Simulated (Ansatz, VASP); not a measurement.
**One calculation of Y, two programs**

```
Y
1.0
     0.00000    2.31371    2.31371
     2.31371    0.00000    2.31371
     2.31371    2.31371    0.00000
Y
1
Cartesian
  0.0000 0.0000 0.0000
```

Change from the starting cell: volume scaled by 0.8, LAPW.

Alike in both runs: task single point; functional PBEsol; k mesh 13 × 13 × 13; occupations fermi-dirac, width 0.1 eV; no spin polarisation.

```csv
,VASP,Ansatz
version,VASP 6.6.1,Ansatz 0.2.0
potentials or method,"VASP PAW PBE potentials, release 64 (Y_sv), cutoff 520 eV","all-electron LAPW, scalar-relativistic"
```

```csv
,VASP,Ansatz,Ansatz less VASP
pressure (GPa),12.7,13.0,+0.34
```

VASP's potentials were made for PBE, not for PBEsol. Ansatz ran all-electron here, and VASP with PAW potentials.
